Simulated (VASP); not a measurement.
# Fe (P6_3/mmc) in VASP: a series of runs, part 3 of 3

VASP 6.6.1.

## Step 6: Electric field gradients, PBEsol (zz strain of -3 %)

INCAR

```
SYSTEM = Fe
  ALGO = Normal
  EDIFF = 1E-8
  ENCUT = 520
  GGA = PS
  ISIF = 2
  ISMEAR = -1
  LASPH = .True.
  LCHARG = .False.
  LEFG = .True.
  LREAL = .False.
  LWAVE = .False.
  NBANDS = 15
  NELM = 60
  PREC = Accurate
  SIGMA = 0.08
```

KPOINTS

```
k-points
0
Gamma
  17 17 10
  0 0 0
```

POSCAR

```
Fe
1.0
    2.4341575853      0.0000000000      0.0000000000
   -1.2170787927      2.1080423057      0.0000000000
    0.0000000000      0.0000000000      3.7266764359
Fe
2
Direct
    0.3333333333      0.6666666667      0.2500000000
    0.6666666667      0.3333333333      0.7500000000
```

Potentials or basis: VASP PAW PBE potentials, release 64 (Fe).

Command:

```console
$ cat potpaw_PBE.64/Fe/POTCAR > POTCAR
$ mpirun -np 1 vasp_std > vasp.out
```

OUTCAR:

```text
SYSTEM = Fe
   EDIFF = 1E-8
   ENCUT = 520
   GGA = PS
   ISIF = 2
   ISMEAR = -1
   LASPH = .True.
   LREAL = .False.
   NELM = 60
   PREC = Accurate

 ion  position               nearest neighbor table
   1  0.333  0.667  0.250-   2 2.33   2 2.33   2 2.33   2 2.33   2 2.33   2 2.33
   2  0.667  0.333  0.750-   1 2.33   1 2.33   1 2.33   1 2.33   1 2.33   1 2.33

  LATTYP: Found a hexagonal cell.
 ALAT       =     2.4341575853
 C/A-ratio  =     1.5309922654

  Lattice vectors:

 A1 = (   2.4341575853,   0.0000000000,   0.0000000000)
 A2 = (  -1.2170787927,   2.1080423057,   0.0000000000)
 A3 = (   0.0000000000,   0.0000000000,   3.7266764359)

Analysis of symmetry for initial positions (statically):
=====================================================================
 Subroutine PRICEL returns:
 Original cell was already a primitive cell.

 Routine SETGRP: Setting up the symmetry group for a
 hexagonal supercell.

 Subroutine GETGRP returns: Found 24 space group operations
 (whereof 12 operations were pure point group operations)
 out of a pool of 24 trial point group operations.

The static configuration has the point symmetry D_3d.
 The point group associated with its full space group is D_6h.

Analysis of symmetry for dynamics (positions and initial velocities):
=====================================================================
 Subroutine PRICEL returns:
 Original cell was already a primitive cell.

 Routine SETGRP: Setting up the symmetry group for a
 hexagonal supercell.

 Subroutine GETGRP returns: Found 24 space group operations
 (whereof 12 operations were pure point group operations)
 out of a pool of 24 trial point group operations.

The dynamic configuration has the point symmetry D_3d.
 The point group associated with its full space group is D_6h.

 Subroutine INISYM returns: Found 24 space group operations
 (whereof 12 operations are pure point group operations),
 and found     1 'primitive' translations

----------------------------------------------------------------------------------------

                                     Primitive cell

  volume of cell :      19.1227

  direct lattice vectors                    reciprocal lattice vectors
     2.434157585  0.000000000  0.000000000     0.410819746  0.237186891  0.000000000
    -1.217078793  2.108042306  0.000000000     0.000000000  0.474373781  0.000000000
     0.000000000  0.000000000  3.726676436     0.000000000  0.000000000  0.268335611

  length of vectors
     2.434157585  2.434157585  3.726676436     0.474373781  0.474373781  0.268335611

  position of ions in fractional coordinates (direct lattice)
     0.333333333  0.666666667  0.250000000
     0.666666667  0.333333333  0.750000000

  ion indices of the primitive-cell ions
   primitive index   ion index
                 1           1
                 2           2

----------------------------------------------------------------------------------------

 KPOINTS: k-points

[... 80 lines left out ...]
   EMIN   =  10.00;   EMAX   =-10.00  energy-range for DOS
   EFERMI =   0.00;   METHOD = LEGACY
   ISMEAR =    -1;   SIGMA  =   0.08  broadening in eV -4-tet -1-fermi 0-gaus
   EFERMI_NEDOS =   21; number of points for ismear=-14 and -15
   IALGO  =     38    algorithm
   IMIX   =      4    mixing-type and parameters
     AMIX     =   0.40;   BMIX     =  1.00
     AMIX_MAG =   1.60;   BMIX_MAG =  1.00
  volume/ion in A,a.u.               =       9.56        64.52
  Fermi-wavevector in a.u.,A,eV,Ry     =   1.542641  2.915169 32.378354  2.379742
  Thomas-Fermi vector in A             =   2.648417
   LORBIT       =      0    0 simple, 1 ext, 2 COOP (PROOUT), +10 PAW based schemes
   GGA     = PS    functional components
   LHFCALC =     F    Hartree Fock is set to
   AEXX    =    0.0000 exact exchange contribution
   IVDW    =     0    specifies the selected vdW correction
   LEPSILON=     F    determine dielectric tensor
   LRPA    =     F    only Hartree local field effects (RPA)
 non-spin polarized calculation
  energy-cutoff  :      520.00
  volume of cell :       19.12
 maximum number of plane-waves:       531
 NGX is ok and might be reduce to    18

 number of electron      16.0000018 magnetization

 Free energy of the ion-electron system (eV)
  ---------------------------------------------------
  ext. energy  EPLUGINS =         0.00000000
  ---------------------------------------------------
  free energy    TOTEN  =       -17.86078097 eV

  energy without entropy =      -17.81042090  energy(sigma->0) =      -17.83560094

 E-fermi :   7.4996     XC(G=0): -14.3269

 val. band max:        7.4915247470   @ k =   0.3529   0.2941   0.3000
 cond. band min:       7.5094343406   @ k =   0.3529   0.0588   0.3000
 fundamental gap:      0.0179095936
 Fermi energy:         7.4996153017

 k-point     1 :       0.0000    0.0000    0.0000
  band No.  band energies     occupation
      1      -1.8383      2.00000
      2       2.1255      2.00000
      3       5.6395      2.00000
      4       5.6395      2.00000
      5       6.0350      2.00000
      6       6.2161      2.00000
      7       6.2161      2.00000
      8       6.3975      2.00000
      9       6.3975      2.00000
     10       8.2862      0.00011
     11       8.2862      0.00011
     12       8.4782      0.00001
     13      17.3942      0.00000
     14      29.4644      0.00000
[... 401 lines left out ...]
      2       3.3990      2.00000
      3       3.8872      2.00000
      4       3.9961      2.00000
      5       5.3443      2.00000
      6       5.9529      2.00000
      7       6.2541      2.00000
      8       7.1256      1.98152
      9       7.5401      0.75246
     10       8.1360      0.00070
     11       8.5998      0.00000
     12      15.5228      0.00000
     13      17.6636      0.00000
     14      21.1661      0.00000
     15      22.0505      0.00000

 [... further k-points ...]
[... 5 lines left out ...]
  --------------------------------------------------------------------------------------
  -------------------------------------------------------------------------------------
  Total        0.4382569      0.4382569      2.4579488     -0.0000000      0.0000000      0.0000000
  in kB       36.7188950     36.7188950    205.9366832     -0.0000000      0.0000000      0.0000000
  external PRESSURE =      93.1248244 kB  Pullay stress =       0.0000000 kB

 VOLUME and BASIS-vectors are now :
 -----------------------------------------------------------------------------
  energy-cutoff  :      520.00
  volume of cell :       19.12
      direct lattice vectors                 reciprocal lattice vectors
     2.434157585  0.000000000  0.000000000     0.410819746  0.237186891  0.000000000
    -1.217078793  2.108042306  0.000000000     0.000000000  0.474373781  0.000000000
     0.000000000  0.000000000  3.726676436     0.000000000  0.000000000  0.268335611

 POSITION                                       TOTAL-FORCE (eV/Angst)
 -----------------------------------------------------------------------------------
     -0.00000      1.40536      0.93167        -0.000000     -0.000000      0.000000
      1.21708      0.70268      2.79501         0.000000      0.000000      0.000000
 -----------------------------------------------------------------------------------
    total drift:                                0.000000     -0.000000     -0.000000

  FREE ENERGIE OF THE ION-ELECTRON SYSTEM (eV)
  ---------------------------------------------------
  free  energy   TOTEN  =       -17.8607809742 eV

  energy  without entropy=      -17.8104209006  energy(sigma->0) =      -17.83560094

 Electric field gradients (V/A^2)
---------------------------------------------------------------------
 ion       V_xx      V_yy      V_zz      V_xy      V_xz      V_yz
---------------------------------------------------------------------
   1       8.129     8.129   -16.258     0.000     0.000    -0.000
   2       8.129     8.129   -16.258     0.000    -0.000     0.000
---------------------------------------------------------------------

 Electric field gradients after diagonalization (V/A^2)
 (convention: |V_zz| > |V_xx| > |V_yy|)
----------------------------------------------------------------------
 ion       V_xx      V_yy      V_zz     asymmetry (V_yy - V_xx)/ V_zz
----------------------------------------------------------------------
   1       8.129     8.129   -16.258       0.000
   2       8.129     8.129   -16.258       0.000
----------------------------------------------------------------------

           NMR quadrupolar parameters

 Cq : quadrupolar parameter    Cq=e*Q*V_zz/h
 eta: asymmetry parameters     (V_yy - V_xx)/ V_zz
 Q  : nuclear electric quadrupole moment in mb (millibarn)
----------------------------------------------------------------------
 ion       Cq(MHz)       eta       Q (mb)
----------------------------------------------------------------------
   1      -0.039       0.000       1.000
   2      -0.039       0.000       1.000
----------------------------------------------------------------------
```

Run time: 49 s. Hardware: 1 thread of Intel Xeon 6975P-C, shared host; peak memory 0.16 GiB.

What came out:

* Free energy: -17.8608 eV
* Pressure: 9.3 GPa
* Band gap on the k mesh: zero (band 8 reaches 8.32 eV, above the bottom of band 9 at 6.34 eV)

Stress tensor (GPa, compression positive):
```
 3.67  0.00  0.00
 0.00  3.67  0.00
 0.00  0.00 20.59
```

Electric field gradients, principal values (V/Å²):
```csv
atom,least,middle,greatest (by size)
1 Fe,8.129,8.129,-16.258
2 Fe,8.129,8.129,-16.258
```

Caveat: the cell differs from its parent crystal (zz strain of -3 %); without QUAD_EFG the Cq values of the log hold for a quadrupole moment of 1 mb, not for the nuclei; the PAW data sets were made with another functional, which shifts forces and pressure a little; the run has no spin polarisation, though such a crystal can be magnetic. Spin polarisation is off, so any magnetic state and its effect on volume and gap are missing.

## Step 7: Summary

```csv
task,cell,k mesh for the DOS,occupations for the DOS,gap on the mesh (eV),pressure (GPa)
density of states,"a = 2.434, b = 2.434, c = 3.842 Å, angles 90.0, 90.0, 120.0°, 2 atoms",26 × 26 × 15,tetrahedron,-,-
electric field gradients,"a = 2.401, b = 2.401, c = 3.790 Å, angles 90.0, 90.0, 120.0°, 2 atoms",-,-,none,12.5
electric field gradients,"a = 2.434, b = 2.434, c = 3.727 Å, angles 90.0, 90.0, 120.0°, 2 atoms",-,-,none,9.3
```

Alike in all rows: level PBEsol; potentials or basis VASP PAW PBE potentials, release 64 (Fe); no spin polarisation; k mesh 17 × 17 × 10; cutoff (eV) 520; smearing fermi-dirac 0.08 eV.

Caveats: the PAW data sets were made with another functional, which shifts forces and pressure a little; the run has no spin polarisation, though such a crystal can be magnetic.

Total energies depend on the potentials used, so only differences within one code and one set of settings carry meaning.
